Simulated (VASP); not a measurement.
Write the native input for VASP 6.6.1 that does the following.

| Quantity | Value |
| --- | --- |
| Task | relaxation of cell and atoms |
| Functional | LDA |
| Potentials or basis | VASP PAW LDA potentials, release 64 (Ga_d, N) |
| Cutoff | 600 eV |
| k mesh | 10 × 10 × 10 |
| Occupations | gaussian, width 0.01 eV |
| Spin | no spin polarisation |
| Target pressure | 30 GPa |
| Dipole correction | no |
| Further INCAR settings | ALGO = Normal; EDIFF = 1e-07; IBRION = 2; EDIFFG = -0.001; NSW = 80; ISIF = 3 |

The structure of GaN lies in POSCAR:

```
GaN
1.0
    0.0000000000      2.2277008333      2.2277008333
    2.2277008333      0.0000000000      2.2277008333
    2.2277008333      2.2277008333      0.0000000000
Ga N
1 1
Direct
    0.0000000000      0.0000000000      0.0000000000
    0.7500000000      0.7500000000      0.7500000000
```

These files were run (other wordings do the same):

INCAR

```
PREC     = Accurate       # precision mode
ENCUT    = 600            # plane-wave cutoff, eV
EDIFF    = 1E-7           # SCF threshold, eV
ISMEAR   = 0              # smearing method
SIGMA    = 0.01           # smearing width, eV
LREAL    = False          # projectors in reciprocal space
LASPH    = True           # aspherical terms in the spheres
NELM     = 60             # most SCF steps
ALGO     = Normal         # electronic algorithm
ISIF     = 3              # what is computed and relaxed
LWAVE    = False          # write WAVECAR
LCHARG   = False          # write CHGCAR
IBRION   = 2              # ionic algorithm
NSW      = 80             # ionic steps
EDIFFG   = -0.001         # ionic threshold
PSTRESS  = 300.0
```

KPOINTS

```
regular mesh
0
Gamma
  10 10 10
```

Potentials or basis: VASP PAW LDA potentials, release 64 (Ga_d, N).

Launch:

```sh
$ cat potpaw_LDA.64/Ga_d/POTCAR potpaw_LDA.64/N/POTCAR > POTCAR
$ mpirun -np 1 vasp_std > vasp.out
```

It gave:

```json
{"Relaxed volume": "9.90 Å³/atom", "Relaxed cell": "a = 3.036 Å, b = 3.036 Å, c = 3.036 Å, α = 60.00°, β = 60.00°, γ = 60.00°", "Space group after relaxing (to 0.05 Å)": "F-43m (No. 216)", "Energy change on relaxing (the enthalpy is what falls)": "+102.3 meV/atom", "Ionic steps": "7", "Pressure after relaxing": "30.0 GPa", "Band gap on the k mesh": "2.69 eV, direct"}
```

Caveat: the cell is relaxed towards a set pressure, so the enthalpy falls and the energy may rise.

Wall time 51 s on 1 thread of AMD EPYC 9R45 96-Core Processor (Zen 5) (shared host), peak memory 0.13 GiB.
